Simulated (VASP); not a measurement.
A run of VASP 6.6.1:

The input INCAR:

```
PREC     = Accurate       # precision mode
ENCUT    = 520            # plane-wave cutoff, eV
EDIFF    = 1E-7           # SCF threshold, eV
ISMEAR   = 0              # smearing method
SIGMA    = 0.15           # smearing width, eV
LREAL    = False          # projectors in reciprocal space
LASPH    = True           # aspherical terms in the spheres
NELM     = 80             # most SCF steps
ALGO     = Normal         # electronic algorithm
ISIF     = 2              # what is computed and relaxed
LWAVE    = False          # write WAVECAR
LCHARG   = True           # write CHGCAR
GGA      = PE             # functional
IVDW     = 12             # dispersion correction
LELF     = True           # ELF
LVHAR    = True         
NBANDS   = 19             # bands
```

KPOINTS

```
regular mesh
0
Gamma
  18 18 8
```

Contents of POSCAR:

```
TiTe2
1.0
    3.5542939164      0.0000000000      0.0000000000
   -1.7771469582      3.0781088241      0.0000000000
    0.0000000000      0.0000000000      7.3378225388
Ti Te
1 2
Direct
    0.0000000000      0.0000000000      0.0000000000
    0.6666666667      0.3333333333      0.2628000000
    0.3333333333      0.6666666667      0.7372000000
```

Potentials or basis: VASP PAW PBE potentials, release 64 (Ti_sv, Te).

Command:

```sh
$ cat potpaw_PBE.64/Ti_sv/POTCAR potpaw_PBE.64/Te/POTCAR > POTCAR
$ mpirun -np 1 vasp_std > vasp.out
```

Hardware: 1 thread of AMD EPYC 9R45 96-Core Processor (Zen 5) (shared host).

Task: How long does it take, and how much memory?

Result: It took 5.3 min on 1 thread of AMD EPYC 9R45 96-Core Processor (Zen 5), on a shared host, peak memory 0.48 GiB. Counts: scf iterations 18, k points 266.
